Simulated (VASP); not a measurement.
# Si16Ge (a cell with a defect) in VASP: relaxation of the atoms with LDA

Aim: the relaxation of the atoms of Si16Ge (a cell with a defect) with LDA.

Program: VASP 6.6.1. These are calculated values, not measurements. Logs are shortened: lines on timing, memory, paths and dates and some standing lists are left out, and cuts for length are marked.

## 1. The cell of the first run

The cell holds a defect, 17 atoms: a = 7.679 Å, b = 7.679 Å, c = 7.679 Å, α = 60.00°, β = 60.00°, γ = 60.00°.

## 2. Relaxation of the atoms, LDA

Input file INCAR:

```
ALGO     = Normal         # electronic algorithm
EDIFF    = 1E-6           # SCF threshold, eV
EDIFFG   = -0.03          # ionic threshold
ENCUT    = 520            # plane-wave cutoff, eV
IBRION   = 2              # ionic algorithm
ISIF     = 2              # what is computed and relaxed
ISMEAR   = -1             # smearing method
LASPH    = T              # aspherical terms in the spheres
LCHARG   = F              # write CHGCAR
LREAL    = Auto         
LWAVE    = F              # write WAVECAR
NELM     = 60             # most SCF steps
NSW      = 80             # ionic steps
PREC     = Accurate       # precision mode
SIGMA    = 0.05           # smearing width, eV
```

Input file KPOINTS:

```
k-points
0
Gamma
  2 2 2
```

Input file POSCAR:

```
Si16Ge
1.0
    0.0000000000      5.4300000000      5.4300000000
    5.4300000000      0.0000000000      5.4300000000
    5.4300000000      5.4300000000      0.0000000000
Si Ge
16 1
Direct
    0.0000000000      0.0000000000      0.0000000000
    0.1250000000      0.1250000000      0.1250000000
    0.0000000000      0.0000000000      0.5000000000
    0.1250000000      0.1250000000      0.6250000000
    0.0000000000      0.5000000000      0.0000000000
    0.1250000000      0.6250000000      0.1250000000
    0.0000000000      0.5000000000      0.5000000000
    0.1250000000      0.6250000000      0.6250000000
    0.5000000000      0.0000000000      0.0000000000
    0.6250000000      0.1250000000      0.1250000000
    0.5000000000      0.0000000000      0.5000000000
    0.6250000000      0.1250000000      0.6250000000
    0.5000000000      0.5000000000      0.0000000000
    0.6250000000      0.6250000000      0.1250000000
    0.5000000000      0.5000000000      0.5000000000
    0.6250000000      0.6250000000      0.6250000000
    0.3813182000      0.3754328000      0.8712781000
```

Potentials or basis: VASP PAW LDA potentials, release 64 (Si, Ge_d).

Launch:

```sh
$ cat potpaw_LDA.64/Si/POTCAR potpaw_LDA.64/Ge_d/POTCAR > POTCAR
$ mpirun -np 1 vasp_std > vasp.out
```

OUTCAR:

```text
EDIFF = 1E-6
   EDIFFG = -0.03
   ENCUT = 520
   IBRION = 2
   ISIF = 2
   ISMEAR = -1
   LASPH = T
   LREAL = Auto
   NELM = 60
   NSW = 80
   PREC = Accurate

 ion  position               nearest neighbor table
   1  0.000  0.000  0.000-   2 2.35   4 2.35   6 2.35  10 2.35
   2  0.125  0.125  0.125-   1 2.35   3 2.35   5 2.35   9 2.35  17 2.75
   3  0.000  0.000  0.500-   2 2.35   4 2.35   8 2.35  12 2.35
   4  0.125  0.125  0.625-   1 2.35   3 2.35   7 2.35  11 2.35
   5  0.000  0.500  0.000-   2 2.35   6 2.35   8 2.35  14 2.35  17 2.39
   6  0.125  0.625  0.125-   1 2.35   5 2.35   7 2.35  13 2.35  17 2.73
   7  0.000  0.500  0.500-   4 2.35   6 2.35   8 2.35  16 2.35
   8  0.125  0.625  0.625-   3 2.35   5 2.35   7 2.35  15 2.35  17 2.73
   9  0.500  0.000  0.000-   2 2.35  10 2.35  12 2.35  14 2.35  17 2.35
  10  0.625  0.125  0.125-   1 2.35   9 2.35  11 2.35  13 2.35  17 2.70
  11  0.500  0.000  0.500-   4 2.35  10 2.35  12 2.35  16 2.35
  12  0.625  0.125  0.625-   3 2.35   9 2.35  11 2.35  15 2.35  17 2.70
  13  0.500  0.500  0.000-  17 2.33  10 2.35  14 2.35  16 2.35   6 2.35
  14  0.625  0.625  0.125-   5 2.35   9 2.35  13 2.35  15 2.35
  15  0.500  0.500  0.500-  17 2.33  12 2.35  14 2.35  16 2.35   8 2.35
  16  0.625  0.625  0.625-   7 2.35  11 2.35  13 2.35  15 2.35  17 2.68
  17  0.381  0.375  0.871-  15 2.33  13 2.33   9 2.35   5 2.39  16 2.68  12 2.70  10 2.70   8 2.73
                             6 2.73   2 2.75

  LATTYP: Found a face centered cubic cell.
 ALAT       =    10.8600000000

  Lattice vectors:

 A1 = (   0.0000000000,   5.4300000000,   5.4300000000)
 A2 = (   5.4300000000,   0.0000000000,   5.4300000000)
 A3 = (   5.4300000000,   5.4300000000,   0.0000000000)

Analysis of symmetry for initial positions (statically):
=====================================================================
 Subroutine PRICEL returns:
 Original cell was already a primitive cell.

 Routine SETGRP: Setting up the symmetry group for a
 face centered cubic supercell.

 Subroutine GETGRP returns: Found  1 space group operations
 (whereof  1 operations were pure point group operations)
 out of a pool of 48 trial point group operations.

The static configuration has the point symmetry C_1 .

Analysis of symmetry for dynamics (positions and initial velocities):
=====================================================================
 Subroutine PRICEL returns:
 Original cell was already a primitive cell.

 Routine SETGRP: Setting up the symmetry group for a
 face centered cubic supercell.

 Subroutine GETGRP returns: Found  1 space group operations
 (whereof  1 operations were pure point group operations)
 out of a pool of 48 trial point group operations.

The dynamic configuration has the point symmetry C_1 .

 Subroutine INISYM returns: Found  1 space group operations
 (whereof  1 operations are pure point group operations),
 and found     1 'primitive' translations

----------------------------------------------------------------------------------------

                                     Primitive cell

  volume of cell :     320.2060

  direct lattice vectors                    reciprocal lattice vectors
     0.000000000  5.430000000  5.430000000    -0.092081031  0.092081031  0.092081031
     5.430000000  0.000000000  5.430000000     0.092081031 -0.092081031  0.092081031
     5.430000000  5.430000000  0.000000000     0.092081031  0.092081031 -0.092081031

  length of vectors
     7.679179644  7.679179644  7.679179644     0.159489025  0.159489025  0.159489025

  position of ions in fractional coordinates (direct lattice)
     0.000000000  0.000000000  0.000000000
     0.125000000  0.125000000  0.125000000
     0.000000000  0.000000000  0.500000000
     0.125000000  0.125000000  0.625000000
     0.000000000  0.500000000  0.000000000
     0.125000000  0.625000000  0.125000000
[... 9 lines left out ...]
     0.625000000  0.625000000  0.625000000
     0.381318200  0.375432800  0.871278100

  ion indices of the primitive-cell ions
   primitive index   ion index
                 1           1
                 2           2
                 3           3
                 4           4
                 5           5
                 6           6
[... 9 lines left out ...]
                16          16
                17          17

----------------------------------------------------------------------------------------

 KPOINTS: k-points

Automatic generation of k-mesh.
 Grid dimensions read from file:
 generate k-points for:    2    2    2

 Generating k-lattice:

  Cartesian coordinates                     Fractional coordinates (reciprocal lattice)
    -0.046040516  0.046040516  0.046040516     0.500000000  0.000000000  0.000000000
     0.046040516 -0.046040516  0.046040516     0.000000000  0.500000000  0.000000000
     0.046040516  0.046040516 -0.046040516     0.000000000  0.000000000  0.500000000

  Length of vectors
     0.079744512  0.079744512  0.079744512

  Shift w.r.t. Gamma in fractional coordinates (k-lattice)
     0.000000000  0.000000000  0.000000000

 Subroutine IBZKPT returns following result:
 ===========================================

 Found      8 irreducible k-points:

 Following reciprocal coordinates:
            Coordinates               Weight
  0.000000  0.000000  0.000000      1.000000
  0.500000  0.000000  0.000000      1.000000
  0.000000  0.500000  0.000000      1.000000
  0.000000  0.000000  0.500000      1.000000
  0.500000  0.500000  0.500000      1.000000
  0.500000  0.500000  0.000000      1.000000
  0.000000  0.500000  0.500000      1.000000
  0.500000  0.000000  0.500000      1.000000
   k-points           NKPTS =      8   k-points in BZ     NKDIM =      8   number of bands    NBANDS=     48
   number of dos      NEDOS =    301   number of ions     NIONS =     17
   total plane-waves  NPLWV = 216000
   dimension x,y,z NGX =    60 NGY =   60 NGZ =   60
   dimension x,y,z NGXF=   120 NGYF=  120 NGZF=  120
   ions per type =              16   1
   NGX,Y,Z   is equivalent  to a cutoff of  12.99, 12.99, 12.99 a.u.
   NGXF,Y,Z  is equivalent  to a cutoff of  25.98, 25.98, 25.98 a.u.
 SYSTEM =  unknown system
   PREC   = accura    normal or accurate (medium, high low for compatibility)
   ISTART =      0    job   : 0-new  1-cont  2-samecut
   ICHARG =      2    charge: 1-file 2-atom 10-const
   ISPIN  =      1    spin polarized calculation?
   LNONCOLLINEAR =      F non collinear calculations
   LSORBIT =      F    spin-orbit coupling
   LASPH  =      T    aspherical Exc in radial PAW
   ENCUT  =  520.0 eV  38.22 Ry    6.18 a.u.  14.28 14.28 14.28*2*pi/ulx,y,z
   NELM   =     60;   NELMIN=  2; NELMDL= -5     # of ELM steps
   EDIFF  = 0.1E-05   stopping-criterion for ELM
   LREAL  =      T    real-space projection
   EDIFFG = -.3E-01   stopping-criterion for IOM
   NSW    =     80    number of steps for IOM
   IBRION =      2    ionic relax: 0-MD 1-quasi-New 2-CG
   NFREE  =      1    steps in history (QN), initial steepest desc. (CG)
   ISIF   =      2    stress and relaxation
   ISYM   =      2    0-nonsym 1-usesym 2-fastsym
   POTIM  = 0.5000    time-step for ionic-motion
   TEBEG  =    0.0;   TEEND  =   0.0 temperature during run
   PSTRESS=    0.0 pullay stress
   NELECT =      78.0000    total number of electrons
   NUPDOWN=      -1.0000    fix difference up-down
   EMIN   =  10.00;   EMAX   =-10.00  energy-range for DOS
   EFERMI =   0.00;   METHOD = LEGACY
   ISMEAR =    -1;   SIGMA  =   0.05  broadening in eV -4-tet -1-fermi 0-gaus
   EFERMI_NEDOS =   21; number of points for ismear=-14 and -15
   IALGO  =     38    algorithm
   IMIX   =      4    mixing-type and parameters
     AMIX     =   0.40;   BMIX     =  1.00
     AMIX_MAG =   1.60;   BMIX_MAG =  1.00
  volume/ion in A,a.u.               =      18.84       127.11
  Fermi-wavevector in a.u.,A,eV,Ry     =   1.022421  1.932096 14.222785  1.045345
  Thomas-Fermi vector in A             =   2.156100
   LORBIT       =      0    0 simple, 1 ext, 2 COOP (PROOUT), +10 PAW based schemes
   GGA     = CA    functional components
   LHFCALC =     F    Hartree Fock is set to
   AEXX    =    0.0000 exact exchange contribution
   IVDW    =     0    specifies the selected vdW correction
   LEPSILON=     F    determine dielectric tensor
   LRPA    =     F    only Hartree local field effects (RPA)
 conjugate gradient relaxation of ions
 non-spin polarized calculation
  energy-cutoff  :      520.00
  volume of cell :      320.21
 maximum number of plane-waves:      8646
 NGX is ok and might be reduce to    60
   NGX = 29   NGY = 29   NGZ = 29

--------------------------------------- Ionic step        1  -------------------------------------------

 number of electron      78.0000005 magnetization

 Free energy of the ion-electron system (eV)
  ---------------------------------------------------
  ext. energy  EPLUGINS =         0.00000000
  ---------------------------------------------------
  free energy    TOTEN  =       -96.24133549 eV

  energy without entropy =      -96.20889359  energy(sigma->0) =      -96.22511454

------------------------ aborting loop because EDIFF is reached ----------------------------------------

  FORCE on cell =-STRESS in cart. coord.  units (eV):
  Direction    XX          YY          ZZ          XY          YZ          ZX
  --------------------------------------------------------------------------------------
  -------------------------------------------------------------------------------------
  Total        7.7359614      7.7361277      7.7338274      0.5604964     -0.2673718      0.2073240
  in kB       38.7075240     38.7083561     38.6968464      2.8044902     -1.3378168      1.0373630
  external PRESSURE =      38.7042422 kB  Pullay stress =       0.0000000 kB

 VOLUME and BASIS-vectors are now :
 -----------------------------------------------------------------------------
  energy-cutoff  :      520.00
  volume of cell :      320.21
      direct lattice vectors                 reciprocal lattice vectors
     0.000000000  5.430000000  5.430000000    -0.092081031  0.092081031  0.092081031
     5.430000000  0.000000000  5.430000000     0.092081031 -0.092081031  0.092081031
     5.430000000  5.430000000  0.000000000     0.092081031  0.092081031 -0.092081031
[... 222 lines left out ...]
      6.78751      6.78739      6.83402        -0.002424      0.002967      0.030807
      6.77973      6.79372      4.08820         0.030781     -0.023128     -0.065961
 -----------------------------------------------------------------------------------
    total drift:                               -0.000122      0.000579     -0.002164

  FREE ENERGIE OF THE ION-ELECTRON SYSTEM (eV)
  ---------------------------------------------------
  free  energy   TOTEN  =       -96.5317726924 eV

  energy  without entropy=      -96.4972642367  energy(sigma->0) =      -96.51451846

--------------------------------------- Ionic step        6  -------------------------------------------

 number of electron      77.9999999 magnetization

 Free energy of the ion-electron system (eV)
  ---------------------------------------------------
  ext. energy  EPLUGINS =         0.00000000
  ---------------------------------------------------
  free energy    TOTEN  =       -96.53269335 eV

  energy without entropy =      -96.49826821  energy(sigma->0) =      -96.51548078

 E-fermi :   6.7663     XC(G=0):  -9.9318

 val. band max:        6.5632277899   @ k =   0.0000   0.0000   0.0000
 cond. band min:       6.8017805491   @ k =   0.0000   0.0000   0.0000
 fundamental gap:      0.2385527592
 Fermi energy:         6.7663230868

 k-point     1 :       0.0000    0.0000    0.0000
  band No.  band energies     occupation
      1     -18.4468      2.00000
      2     -18.4468      2.00000
      3     -18.4467      2.00000
      4     -18.4328      2.00000
      5     -18.4328      2.00000
      6      -6.6079      2.00000
[... 423 lines left out ...]
      2.72089      2.72189      0.00748         0.002712     -0.000571     -0.003088
      4.07275      4.07230      1.35704         0.000465     -0.000302     -0.001459
      2.74822      5.39682      8.11157         0.001394     -0.002094      0.001657
      4.11867      1.35809      4.07316         0.004044      0.007003      0.006820
[... 9 lines left out ...]
      6.78737      6.78750      6.83616        -0.001041     -0.000651      0.003236
      6.78133      6.79246      4.08493         0.012071     -0.009964     -0.024044
 -----------------------------------------------------------------------------------
    total drift:                                0.002421     -0.001897     -0.002359

  FREE ENERGIE OF THE ION-ELECTRON SYSTEM (eV)
  ---------------------------------------------------
  free  energy   TOTEN  =       -96.5326933467 eV

  energy  without entropy=      -96.4982682129  energy(sigma->0) =      -96.51548078

 reached required accuracy - stopping structural energy minimisation
```

It took 23 min on 1 thread of Oxide Virtual Turin-like, shared host; peak memory 0.38 GiB.

What came out:

| Property | Result |
| --- | --- |
| Free energy | -96.5327 eV |
| Energy gained by relaxing | 17.1 meV/atom |
| Ionic steps | 6 |
| Pressure after relaxing | 3.0 GPa |
| Largest force after relaxing | 0.029 eV/Å |
| Band gap on the k mesh | zero (bands 39 and 40 overlap by 0.30 eV) |

Forces in eV/Å, atoms in the order of the input:
```
Si   0.000 -0.003 -0.003
Si  -0.004  0.004 -0.003
Si   0.003 -0.001 -0.003
Si   0.000  0.000 -0.001
Si   0.001 -0.002  0.002
Si   0.004  0.007  0.007
Si   0.004 -0.004 -0.003
Si  -0.008 -0.004  0.007
Si  -0.004  0.003  0.008
Si   0.003  0.003  0.002
Si  -0.004  0.005  0.002
Si  -0.003 -0.003  0.002
Si  -0.006  0.002  0.007
Si   0.004 -0.003 -0.010
Si  -0.002  0.007  0.007
Si  -0.001 -0.001  0.003
Ge   0.012 -0.010 -0.024
```

The path:
| step | energy change (eV) | largest force (eV/Å) | pressure (GPa) |
| --- | --- | --- | --- |
| 1 | 0.0000 | 1.5237 | 3.87 |
| 2 | -0.2835 | 0.1823 | 3.01 |
| 3 | -0.2857 | 0.1722 | 2.95 |
| 4 | -0.2904 | 0.0870 | 2.95 |
| 5 | -0.2904 | 0.1104 | 2.95 |
| 6 | -0.2914 | 0.0287 | 2.95 |

Final structure:
```
CELL_PARAMETERS angstrom
0.00000 5.43000 5.43000
5.43000 0.00000 5.43000
5.43000 5.43000 0.00000
ATOMIC_POSITIONS crystal
Si 0.00077 0.00059 0.99815
Si 0.12087 0.12075 0.12919
Si 0.00078 0.00060 0.50049
Si 0.12492 0.12500 0.62505
Si 0.99081 0.50304 0.00308
Si 0.12086 0.62926 0.12924
Si 0.00085 0.49805 0.50054
Si 0.12086 0.62927 0.62061
Si 0.50338 0.98949 0.00357
Si 0.62941 0.12065 0.12937
Si 0.49790 0.00078 0.50065
Si 0.62942 0.12065 0.62054
Si 0.50366 0.50377 0.00385
Si 0.62645 0.62511 0.12413
Si 0.50371 0.50383 0.48856
Si 0.62949 0.62947 0.62051
Ge 0.37717 0.37512 0.87374
```

Caveat: the k points lie up to 0.50 Å⁻¹ apart.

The gap in the log of VASP goes by the Fermi energy; the results here count the filled bands.